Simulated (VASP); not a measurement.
# Mg3B (Pm-3m) in VASP: relaxation of cell and atoms with PBE

Aim: the relaxation of cell and atoms of Mg3B with PBE.

All numbers are computed with VASP 6.6.1; they aren't measurements. Logs are shortened: lines on timing, memory, paths and dates and some standing lists are left out, and cuts for length are marked.

## (1) The cell of the first run

It takes space group Pm-3m (No. 221, cubic). The conventional cell has a = 4.047 Å, b = 4.047 Å, c = 4.047 Å, α = 90.00°, β = 90.00°, γ = 90.00°. Mg (site symmetry 4/mmm) has 8 Mg at 2.86 Å and 4 B at 2.86 Å within 3.8 Å. Within 3.8 Å of B (site symmetry m-3m) lie 12 Mg at 2.86 Å.

## (2) Relaxation of cell and atoms, PBE

File INCAR:

```
SYSTEM = Mg3B
PREC = Accurate
ENCUT = 600
EDIFF = 1E-6
ISMEAR = 0
SIGMA = 0.1
LREAL = .FALSE.
LASPH = .TRUE.
NELM = 80
ALGO = Normal
ISIF = 3
LWAVE = .FALSE.
LCHARG = .FALSE.
GGA = PE
IBRION = 2
NSW = 100
EDIFFG = -0.01
```

File KPOINTS:

```
Automatic mesh
0
G
  12 12 12
  0 0 0
```

File POSCAR:

```
Mg3B
1.0
    4.0474854100      0.0000000000      0.0000000000
    0.0000000000      4.0474854100      0.0000000000
    0.0000000000      0.0000000000      4.0474854100
Mg B
3 1
Direct
    0.0000000000      0.5000000000      0.5000000000
    0.5000000000      0.0000000000      0.5000000000
    0.5000000000      0.5000000000      0.0000000000
    0.0000000000      0.0000000000      0.0000000000
```

Potentials or basis: VASP PAW PBE potentials, release 64 (Mg, B).

The run is started by

```
> cat potpaw_PBE.64/Mg/POTCAR potpaw_PBE.64/B/POTCAR > POTCAR
> mpirun -np 1 vasp_std > vasp.out
```

OUTCAR:

```text
SYSTEM = Mg3B
   PREC = Accurate
   ENCUT = 600
   EDIFF = 1E-6
   ISMEAR = 0
   LREAL = .FALSE.
   LASPH = .TRUE.
   NELM = 80
   ISIF = 3
   GGA = PE
   IBRION = 2
   NSW = 100
   EDIFFG = -0.01

 ion  position               nearest neighbor table
   1  0.000  0.500  0.500-   2 2.86   3 2.86   4 2.86   3 2.86   4 2.86   2 2.86   4 2.86   4 2.86
                             2 2.86   3 2.86   3 2.86   2 2.86
   2  0.500  0.000  0.500-   1 2.86   3 2.86   4 2.86   3 2.86   4 2.86   1 2.86   3 2.86   3 2.86
                             1 2.86   4 2.86   4 2.86   1 2.86
   3  0.500  0.500  0.000-   1 2.86   2 2.86   4 2.86   1 2.86   2 2.86   2 2.86   4 2.86   2 2.86
                             1 2.86   4 2.86   1 2.86   4 2.86
   4  0.000  0.000  0.000-   1 2.86   2 2.86   3 2.86   1 2.86   2 2.86   1 2.86   3 2.86   1 2.86
                             2 2.86   3 2.86   2 2.86   3 2.86

  LATTYP: Found a simple cubic cell.
 ALAT       =     4.0474854100

  Lattice vectors:

 A1 = (   4.0474854100,   0.0000000000,   0.0000000000)
 A2 = (   0.0000000000,   4.0474854100,   0.0000000000)
 A3 = (   0.0000000000,   0.0000000000,   4.0474854100)

Analysis of symmetry for initial positions (statically):
=====================================================================
 Subroutine PRICEL returns:
 Original cell was already a primitive cell.

 Routine SETGRP: Setting up the symmetry group for a
 simple cubic supercell.

 Subroutine GETGRP returns: Found 48 space group operations
 (whereof 48 operations were pure point group operations)
 out of a pool of 48 trial point group operations.

The static configuration has the point symmetry O_h .

Analysis of symmetry for dynamics (positions and initial velocities):
=====================================================================
 Subroutine PRICEL returns:
 Original cell was already a primitive cell.

 Routine SETGRP: Setting up the symmetry group for a
 simple cubic supercell.

 Subroutine GETGRP returns: Found 48 space group operations
 (whereof 48 operations were pure point group operations)
 out of a pool of 48 trial point group operations.

The dynamic configuration has the point symmetry O_h .
[... 166 lines left out ...]
  energy-cutoff  :      600.00
  volume of cell :       66.31
      direct lattice vectors                 reciprocal lattice vectors
     4.047485410  0.000000000  0.000000000     0.247066981  0.000000000  0.000000000
     0.000000000  4.047485410  0.000000000     0.000000000  0.247066981  0.000000000
     0.000000000  0.000000000  4.047485410     0.000000000  0.000000000  0.247066981

 POSITION                                       TOTAL-FORCE (eV/Angst)
 -----------------------------------------------------------------------------------
      0.00000      2.02374      2.02374         0.000000      0.000000      0.000000
      2.02374      0.00000      2.02374         0.000000      0.000000      0.000000
      2.02374      2.02374      0.00000         0.000000      0.000000      0.000000
      0.00000      0.00000      0.00000         0.000000      0.000000      0.000000
 -----------------------------------------------------------------------------------
    total drift:                                0.000000      0.000000      0.000000

  FREE ENERGIE OF THE ION-ELECTRON SYSTEM (eV)
  ---------------------------------------------------
  free  energy   TOTEN  =        -8.9901411940 eV

  energy  without entropy=       -8.9809487339  energy(sigma->0) =       -8.98554496

--------------------------------------- Ionic step        2  -------------------------------------------

 number of electron       9.0000000 magnetization

 Free energy of the ion-electron system (eV)
  ---------------------------------------------------
  ext. energy  EPLUGINS =         0.00000000
  ---------------------------------------------------
  free energy    TOTEN  =        -8.99037351 eV

  energy without entropy =       -8.98119183  energy(sigma->0) =       -8.98578267

 E-fermi :   3.5949     XC(G=0):  -9.4089

 val. band max:        3.5625801211   @ k =   0.5000   0.3333   0.3333
 cond. band min:       3.6009196227   @ k =   0.4167   0.0000   0.0000
 fundamental gap:      0.0383395016
 Fermi energy:         3.5948730483

 k-point     1 :       0.0000    0.0000    0.0000
  band No.  band energies     occupation
      1      -5.1468      2.00000
      2       1.9264      2.00000
      3       2.6931      2.00000
      4       2.6931      2.00000
      5       2.6931      2.00000
      6       5.8082      0.00000
      7       5.8082      0.00000
      8       9.0857      0.00000
[... 243 lines left out ...]
 k-point    24 :       0.4167    0.3333    0.0000
  band No.  band energies     occupation
      1      -3.0435      2.00000
      2      -1.0772      2.00000
      3       0.3096      2.00000
      4       1.8450      2.00000
      5       4.1214      0.00000
      6       6.4089      0.00000
      7       6.9507      0.00000
      8       7.9563      0.00000

 [... further k-points ...]

------------------------ aborting loop because EDIFF is reached ----------------------------------------

  FORCE on cell =-STRESS in cart. coord.  units (eV):
  Direction    XX          YY          ZZ          XY          YZ          ZX
  --------------------------------------------------------------------------------------
  -------------------------------------------------------------------------------------
  Total       -0.0207016     -0.0207016     -0.0207016      0.0000000      0.0000000      0.0000000
  in kB       -0.5020879     -0.5020879     -0.5020879      0.0000000      0.0000000      0.0000000
  external PRESSURE =      -0.5020879 kB  Pullay stress =       0.0000000 kB

 VOLUME and BASIS-vectors are now :
 -----------------------------------------------------------------------------
  energy-cutoff  :      600.00
  volume of cell :       66.06
      direct lattice vectors                 reciprocal lattice vectors
     4.042452775  0.000000000  0.000000000     0.247374566 -0.000000000 -0.000000000
     0.000000000  4.042452775  0.000000000    -0.000000000  0.247374566  0.000000000
     0.000000000 -0.000000000  4.042452775    -0.000000000  0.000000000  0.247374566

 POSITION                                       TOTAL-FORCE (eV/Angst)
 -----------------------------------------------------------------------------------
      0.00000      2.02123      2.02123         0.000000      0.000000      0.000000
      2.02123     -0.00000      2.02123        -0.000000     -0.000000      0.000000
      2.02123      2.02123      0.00000        -0.000000     -0.000000      0.000000
      0.00000      0.00000      0.00000        -0.000000      0.000000      0.000000
 -----------------------------------------------------------------------------------
    total drift:                               -0.000000      0.000000      0.000000

  FREE ENERGIE OF THE ION-ELECTRON SYSTEM (eV)
  ---------------------------------------------------
  free  energy   TOTEN  =        -8.9903735091 eV

  energy  without entropy=       -8.9811918289  energy(sigma->0) =       -8.98578267

 reached required accuracy - stopping structural energy minimisation
```

CONTCAR:

```text
Mg3B
   1.00000000000000
     4.0424527751650752    0.0000000000000000    0.0000000000000000
     0.0000000000000000    4.0424527751650752    0.0000000000000000
     0.0000000000000000   -0.0000000000000000    4.0424527751650752
  Mg              B
     3     1
Direct
     0.0000000000000000    0.5000000000000000    0.5000000000000000
     0.5000000000000000    0.0000000000000000    0.5000000000000000
     0.5000000000000000    0.5000000000000000    0.0000000000000000
     0.0000000000000000    0.0000000000000000    0.0000000000000000

  0.00000000E+00  0.00000000E+00  0.00000000E+00
  0.00000000E+00  0.00000000E+00  0.00000000E+00
  0.00000000E+00  0.00000000E+00  0.00000000E+00
  0.00000000E+00  0.00000000E+00  0.00000000E+00
```

Wall time 28 s (1 thread of Intel Xeon 6975P-C (Granite Rapids), shared host); peak memory 0.22 GiB.

Results:

```yaml
Free_energy: -8.9904 eV
Relaxed_volume: 16.51 Å³/atom
Relaxed_cell: a = 4.042 Å, b = 4.042 Å, c = 4.042 Å, α = 90.00°, β = 90.00°, γ = 90.00°
Space_group_after_relaxing_to_0.1_Å: Pm-3m (No. 221)
Energy_gained_by_relaxing: 0.1 meV/atom
Ionic_steps: 2
Pressure_after_relaxing: -0.1 GPa
```

The path:
| step | energy change (eV) | largest force (eV/Å) | pressure (GPa) | volume (Å³) |
| --- | --- | --- | --- | --- |
| 1 | 0.0000 | 0.0000 | -0.25 | 66.31 |
| 2 | -0.0002 | 0.0000 | -0.05 | 66.06 |

Final structure:
```xyz
4
Lattice="4.0425 0.0000 0.0000 0.0000 4.0425 0.0000 0.0000 0.0000 4.0425" Properties=species:S:1:pos:R:3 pbc="T T T"
Mg    0.0000    2.0212    2.0212
Mg    2.0212    0.0000    2.0212
Mg    2.0212    2.0212    0.0000
B     0.0000    0.0000    0.0000
```

Caveat: the highest band is partly filled, so the run has too few bands.
